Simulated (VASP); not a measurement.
# CdI2 (P-3m1) in VASP: notebook

The runs below take CdI2 through electric field gradients, density of states, with PBE.

Program: VASP 6.6.1. These are calculated values, not measurements. Logs are shortened: lines on timing, memory, paths and dates and some standing lists are left out, and cuts for length are marked.

### Step 1. The cell of the first run

It takes space group P-3m1 (No. 164, trigonal). The conventional cell has a = 4.244 Å, b = 4.244 Å, c = 6.859 Å, α = 90.00°, β = 90.00°, γ = 120.00°. Within 3.9 Å of Cd (site symmetry -3m) lie 6 I at 2.99 Å. I (site symmetry 3m) has 3 Cd at 2.99 Å within 3.9 Å.

### Step 2. Electric field gradients, PBE

The input, INCAR:

```
SYSTEM = CdI2
PREC = Accurate ; ENCUT = 400
EDIFF = 1E-8 ; ISMEAR = -1
SIGMA = 0.02 ; LREAL = .FALSE.
LASPH = .TRUE. ; NELM = 120
ALGO = Normal ; ISIF = 2
LWAVE = .FALSE. ; LCHARG = .FALSE.
GGA = PE ; LEFG = .TRUE.
NBANDS = 20 ; GGA_COMPAT = .FALSE.
```

The input, KPOINTS:

```
Automatic mesh
0
G
  7 7 4
  0 0 0
```

The input, POSCAR:

```
CdI2
1.0
    4.2439992147      0.0000000000      0.0000000000
   -2.1219996073      3.6754111335      0.0000000000
    0.0000000000      0.0000000000      6.8590000000
Cd I
1 2
Direct
    0.0000000000      0.0000000000      0.0000000000
    0.3333333333      0.6666666667      0.2492000000
    0.6666666667      0.3333333333      0.7508000000
```

Potentials or basis: VASP PAW PBE potentials, release 64 (Cd, I).

Started as:

```sh
cat potpaw_PBE.64/Cd/POTCAR potpaw_PBE.64/I/POTCAR > POTCAR
mpirun -np 1 vasp_std > vasp.out
```

OUTCAR:

```text
SYSTEM = CdI2
   PREC = Accurate
   ENCUT = 400
   EDIFF = 1E-8
   ISMEAR = -1
   LREAL = .FALSE.
   LASPH = .TRUE.
   NELM = 120
   ISIF = 2
   GGA = PE

 ion  position               nearest neighbor table
   1  0.000  0.000  0.000-   2 2.99   3 2.99   2 2.99   3 2.99   3 2.99   2 2.99
   2  0.333  0.667  0.249-   1 2.99   1 2.99   1 2.99
   3  0.667  0.333  0.751-   1 2.99   1 2.99   1 2.99

  LATTYP: Found a hexagonal cell.
 ALAT       =     4.2439992147
 C/A-ratio  =     1.6161642953

  Lattice vectors:

 A1 = (   4.2439992147,   0.0000000000,   0.0000000000)
 A2 = (  -2.1219996073,   3.6754111335,   0.0000000000)
 A3 = (   0.0000000000,   0.0000000000,   6.8590000000)

Analysis of symmetry for initial positions (statically):
=====================================================================
 Subroutine PRICEL returns:
 Original cell was already a primitive cell.

 Routine SETGRP: Setting up the symmetry group for a
 hexagonal supercell.

 Subroutine GETGRP returns: Found 12 space group operations
 (whereof 12 operations were pure point group operations)
 out of a pool of 24 trial point group operations.

The static configuration has the point symmetry D_3d.

Analysis of symmetry for dynamics (positions and initial velocities):
=====================================================================
 Subroutine PRICEL returns:
 Original cell was already a primitive cell.

 Routine SETGRP: Setting up the symmetry group for a
 hexagonal supercell.

 Subroutine GETGRP returns: Found 12 space group operations
 (whereof 12 operations were pure point group operations)
 out of a pool of 24 trial point group operations.

The dynamic configuration has the point symmetry D_3d.

 Subroutine INISYM returns: Found 12 space group operations
 (whereof 12 operations are pure point group operations),
 and found     1 'primitive' translations

----------------------------------------------------------------------------------------

                                     Primitive cell

  volume of cell :     106.9897

  direct lattice vectors                    reciprocal lattice vectors
     4.243999215  0.000000000  0.000000000     0.235626811  0.136039203  0.000000000
    -2.121999607  3.675411133  0.000000000     0.000000000  0.272078405  0.000000000
     0.000000000  0.000000000  6.859000000     0.000000000  0.000000000  0.145793847

  length of vectors
     4.243999215  4.243999215  6.859000000     0.272078405  0.272078405  0.145793847

  position of ions in fractional coordinates (direct lattice)
     0.000000000  0.000000000  0.000000000
     0.333333333  0.666666667  0.249200000
     0.666666667  0.333333333  0.750800000

  ion indices of the primitive-cell ions
   primitive index   ion index
                 1           1
                 2           2
                 3           3

----------------------------------------------------------------------------------------

 KPOINTS: Automatic mesh

Automatic generation of k-mesh.
 Grid dimensions read from file:
 generate k-points for:    7    7    4

 Generating k-lattice:

  Cartesian coordinates                     Fractional coordinates (reciprocal lattice)
     0.033660973  0.019434172  0.000000000     0.142857143 -0.000000000  0.000000000
     0.000000000  0.038868344  0.000000000     0.000000000  0.142857143  0.000000000
     0.000000000  0.000000000  0.036448462     0.000000000  0.000000000  0.250000000

  Length of vectors
     0.038868344  0.038868344  0.036448462

  Shift w.r.t. Gamma in fractional coordinates (k-lattice)
     0.000000000  0.000000000  0.000000000

 Subroutine IBZKPT returns following result:
 ===========================================

 Found     28 irreducible k-points:

 Following reciprocal coordinates:
            Coordinates               Weight
  0.000000  0.000000  0.000000      1.000000
  0.142857  0.000000  0.000000      6.000000
  0.285714 -0.000000  0.000000      6.000000
  0.428571  0.000000  0.000000      6.000000
  0.142857  0.142857  0.000000      6.000000
  0.285714  0.142857  0.000000     12.000000
[... 16 lines left out ...]
  0.285714 -0.000000  0.500000      6.000000
  0.428571  0.000000  0.500000      6.000000
 [... further k-points ...]
   k-points           NKPTS =     28   k-points in BZ     NKDIM =     28   number of bands    NBANDS=     20
   number of dos      NEDOS =    301   number of ions     NIONS =      3
   total plane-waves  NPLWV =  37632
   dimension x,y,z NGX =    28 NGY =   28 NGZ =   48
   dimension x,y,z NGXF=    56 NGYF=   56 NGZF=   96
   ions per type =               1   2
   NGX,Y,Z   is equivalent  to a cutoff of  10.97, 10.97, 11.63 a.u.
   NGXF,Y,Z  is equivalent  to a cutoff of  21.94, 21.94, 23.27 a.u.
 SYSTEM =  CdI2
   PREC   = accura    normal or accurate (medium, high low for compatibility)
   ISTART =      0    job   : 0-new  1-cont  2-samecut
   ICHARG =      2    charge: 1-file 2-atom 10-const
   ISPIN  =      1    spin polarized calculation?
   LNONCOLLINEAR =      F non collinear calculations
   LSORBIT =      F    spin-orbit coupling
   LASPH  =      T    aspherical Exc in radial PAW
   ENCUT  =  400.0 eV  29.40 Ry    5.42 a.u.   6.92  6.92 11.19*2*pi/ulx,y,z
   NELM   =    120;   NELMIN=  2; NELMDL= -5     # of ELM steps
   EDIFF  = 0.1E-07   stopping-criterion for ELM
   LREAL  =      F    real-space projection
   EDIFFG = 0.1E-06   stopping-criterion for IOM
   NSW    =      0    number of steps for IOM
   IBRION =     -1    ionic relax: 0-MD 1-quasi-New 2-CG
   NFREE  =      0    steps in history (QN), initial steepest desc. (CG)
   ISIF   =      2    stress and relaxation
   ISYM   =      2    0-nonsym 1-usesym 2-fastsym
   POTIM  = 0.5000    time-step for ionic-motion
   TEBEG  =    0.0;   TEEND  =   0.0 temperature during run
   PSTRESS=    0.0 pullay stress
   NELECT =      26.0000    total number of electrons
   NUPDOWN=      -1.0000    fix difference up-down
   EMIN   =  10.00;   EMAX   =-10.00  energy-range for DOS
   EFERMI =   0.00;   METHOD = LEGACY
   ISMEAR =    -1;   SIGMA  =   0.02  broadening in eV -4-tet -1-fermi 0-gaus
   EFERMI_NEDOS =   21; number of points for ismear=-14 and -15
   IALGO  =     38    algorithm
   IMIX   =      4    mixing-type and parameters
     AMIX     =   0.40;   BMIX     =  1.00
     AMIX_MAG =   1.60;   BMIX_MAG =  1.00
  volume/ion in A,a.u.               =      35.66       240.67
  Fermi-wavevector in a.u.,A,eV,Ry     =   1.021610  1.930564 14.200233  1.043688
  Thomas-Fermi vector in A             =   2.155244
   LORBIT       =      0    0 simple, 1 ext, 2 COOP (PROOUT), +10 PAW based schemes
   GGA     = PE    functional components
   LHFCALC =     F    Hartree Fock is set to
   AEXX    =    0.0000 exact exchange contribution
   IVDW    =     0    specifies the selected vdW correction
   LEPSILON=     F    determine dielectric tensor
   LRPA    =     F    only Hartree local field effects (RPA)
 non-spin polarized calculation
  energy-cutoff  :      400.00
  volume of cell :      106.99
 maximum number of plane-waves:      1958
   NGX = 13   NGY = 13   NGZ = 23

 number of electron      26.0000017 magnetization

 Free energy of the ion-electron system (eV)
  ---------------------------------------------------
  ext. energy  EPLUGINS =         0.00000000
  ---------------------------------------------------
  free energy    TOTEN  =        -5.48342681 eV

  energy without entropy =       -5.48342681  energy(sigma->0) =       -5.48342681

 E-fermi :   2.4556     XC(G=0):  -8.5705

 val. band max:        2.0255237034   @ k =   0.1429   0.0000   0.2500
 cond. band min:       4.4362513438   @ k =   0.0000   0.4286   0.2500
 fundamental gap:      2.4107276404
 Fermi energy:         2.4555918241

 k-point     1 :       0.0000    0.0000    0.0000
  band No.  band energies     occupation
      1     -10.1047      2.00000
      2      -9.3917      2.00000
      3      -5.5699      2.00000
      4      -5.5699      2.00000
      5      -5.4521      2.00000
      6      -5.3685      2.00000
[... 12 lines left out ...]
     19      11.1197      0.00000
     20      11.1818      0.00000

 k-point     2 :       0.1429    0.0000    0.0000
  band No.  band energies     occupation
      1     -10.0049      2.00000
      2      -9.3783      2.00000
      3      -5.5550      2.00000
      4      -5.5212      2.00000
      5      -5.4308      2.00000
      6      -5.3727      2.00000
[... 498 lines left out ...]
 k-point    24 :       0.4286    0.0000    0.5000
  band No.  band energies     occupation
      1      -9.4827      2.00000
      2      -9.3807      2.00000
      3      -5.5322      2.00000
      4      -5.4637      2.00000
      5      -5.3562      2.00000
      6      -5.3114      2.00000
[... 12 lines left out ...]
     19      11.5245      0.00000
     20      11.7444      0.00000

 [... further k-points ...]
[... 5 lines left out ...]
  --------------------------------------------------------------------------------------
  -------------------------------------------------------------------------------------
  Total        1.1816457      1.1816457      1.1864754      0.0000000     -0.0000000      0.0000000
  in kB       17.6952151     17.6952151     17.7675402      0.0000000     -0.0000000      0.0000000
  external PRESSURE =      17.7193235 kB  Pullay stress =       0.0000000 kB

 VOLUME and BASIS-vectors are now :
 -----------------------------------------------------------------------------
  energy-cutoff  :      400.00
  volume of cell :      106.99
      direct lattice vectors                 reciprocal lattice vectors
     4.243999215  0.000000000  0.000000000     0.235626811  0.136039203  0.000000000
    -2.121999607  3.675411133  0.000000000     0.000000000  0.272078405  0.000000000
     0.000000000  0.000000000  6.859000000     0.000000000  0.000000000  0.145793847

 POSITION                                       TOTAL-FORCE (eV/Angst)
 -----------------------------------------------------------------------------------
      0.00000      0.00000      0.00000        -0.000000      0.000000      0.000000
     -0.00000      2.45027      1.70926         0.000000      0.000000      0.143843
      2.12200      1.22514      5.14974        -0.000000     -0.000000     -0.143843
 -----------------------------------------------------------------------------------
    total drift:                               -0.000000      0.000000      0.000000

  FREE ENERGIE OF THE ION-ELECTRON SYSTEM (eV)
  ---------------------------------------------------
  free  energy   TOTEN  =        -5.4834268054 eV

  energy  without entropy=       -5.4834268054  energy(sigma->0) =       -5.48342681

 Electric field gradients (V/A^2)
---------------------------------------------------------------------
 ion       V_xx      V_yy      V_zz      V_xy      V_xz      V_yz
---------------------------------------------------------------------
   1      -0.963    -0.964     1.926    -0.001     0.000    -0.000
   2      27.439    27.439   -54.877    -0.000    -0.000     0.000
   3      27.439    27.439   -54.877    -0.000    -0.000     0.000
---------------------------------------------------------------------

 Electric field gradients after diagonalization (V/A^2)
 (convention: |V_zz| > |V_xx| > |V_yy|)
----------------------------------------------------------------------
 ion       V_xx      V_yy      V_zz     asymmetry (V_yy - V_xx)/ V_zz
----------------------------------------------------------------------
   1      -0.964    -0.962     1.926       0.001
   2      27.439    27.439   -54.877       0.000
   3      27.439    27.439   -54.877       0.000
----------------------------------------------------------------------

           NMR quadrupolar parameters

 Cq : quadrupolar parameter    Cq=e*Q*V_zz/h
 eta: asymmetry parameters     (V_yy - V_xx)/ V_zz
 Q  : nuclear electric quadrupole moment in mb (millibarn)
----------------------------------------------------------------------
 ion       Cq(MHz)       eta       Q (mb)
----------------------------------------------------------------------
   1       0.005       0.001       1.000
   2      -0.133       0.000       1.000
   3      -0.133       0.000       1.000
----------------------------------------------------------------------
```

Run time: 52 s. Hardware: 1 thread of Intel Xeon Platinum 8375C at 2.90GHz (Ice Lake), shared host; peak memory 0.2 GiB.

What came out:

```yaml
Free_energy: -5.4834 eV
Pressure: 1.8 GPa
Largest_force: 0.144 eV/Å
Band_gap_on_the_k_mesh: 2.41 eV, indirect (least direct gap 2.61 eV)
```

Forces on the atoms (eV/Å):
```
Cd   0.000  0.000  0.000
I    0.000  0.000  0.144
I    0.000  0.000 -0.144
```

Electric field gradients, principal values (V/Å²):
```csv
atom,least,middle,greatest (by size)
1 Cd,-0.962,-0.964,1.926
2 I,27.439,27.439,-54.877
3 I,27.439,27.439,-54.877
```

Caveat: without QUAD_EFG the Cq values of the log hold for a quadrupole moment of 1 mb, not for the nuclei; spin-orbit coupling is left out, which moves the levels of the heavy elements; this functional lacks dispersion, which binds the layers, so the pressure and a relaxed spacing across them are unreliable.

(Continued in part 2 of 2.)
